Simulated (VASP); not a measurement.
Wanted: the native input for a VASP 6.6.1 run.

| Quantity | Value |
| --- | --- |
| Task | single point |
| Functional | PBEsol |
| Potentials or basis | VASP PAW PBE potentials, release 64 (Rh_pv) |
| Cutoff | 520 eV |
| k mesh | 16 × 16 × 16 |
| Occupations | gaussian, width 0.15 eV |
| Spin | no spin polarisation |
| Dipole correction | no |
| Further INCAR settings | ALGO = Fast; EDIFF = 1e-06; NBANDS = 14 |

The structure of Rh lies in POSCAR:

```
Rh
1.0
   -0.1457505331      1.6545293633      1.6740580936
    2.1233175742      0.0030577646      1.5252497960
    2.3213679096      1.7037714010     -0.1949925708
Rh
1
Direct
    0.0000000000      0.0000000000      0.0000000000
```

These files were run (other wordings do the same):

INCAR

```
  PREC = Accurate
  ENCUT = 520
  EDIFF = 1E-6
  ISMEAR = 0
  SIGMA = 0.15
  LREAL = F
  LASPH = T
  NELM = 80
  ALGO = Fast
  ISIF = 2
  LWAVE = F
  LCHARG = F
  GGA = PS
  NBANDS = 14
```

KPOINTS

```
regular mesh
0
Gamma
  16 16 16
```

Potentials or basis: VASP PAW PBE potentials, release 64 (Rh_pv).

The run is started by

```bash
$ cat potpaw_PBE.64/Rh_pv/POTCAR > POTCAR
$ mpirun -np 1 vasp_std > vasp.out
```

Results of the run:

The pressure is 36.7 GPa. The band gap on the k mesh is zero (an odd number of electrons rules out a gap without spin polarisation).

Caveat: the cell stands under pressure; the PAW data sets were made with another functional, which shifts forces and pressure a little.

Wall time 3.1 min on 1 thread of Intel(R) Xeon(R) 6975P-C (Granite Rapids), with other jobs on the host, peak memory 0.42 GiB.
